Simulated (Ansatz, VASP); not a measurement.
## MgO: VASP beside Ansatz

```xyz
2
Lattice="0.0000 2.1351 2.1351 2.1351 0.0000 2.1351 2.1351 2.1351 0.0000" Properties=species:S:1:pos:R:3 pbc="T T T"
Mg    0.0000    0.0000    0.0000
O     2.1351    2.1351    2.1351
```

Alike in both runs: task single point; functional PBE; k mesh 10 × 10 × 10; occupations gaussian, width 0.05 eV; no spin polarisation.

|  | VASP | Ansatz |
| --- | --- | --- |
| version | VASP 6.6.1 | Ansatz 0.2.0 |
| potentials or method | VASP PAW PBE potentials, release 64 (Mg_sv, O), cutoff 840 eV | scalar-relativistic, plane waves, PAW |
| valence electrons in the cell | 16 | 16 |

|  | VASP | Ansatz | Ansatz less VASP |
| --- | --- | --- | --- |
| gap on the k mesh at the Fermi level (eV) | 4.35 | 4.35 | +0.002 |
| least direct gap on the mesh (eV) | 4.35 | 4.35 | +0.002 |
| pressure (GPa) | -1.7 | -1.7 | -0.02 |

The functional is the same, so the differences come from potentials, cutoffs and numerics.
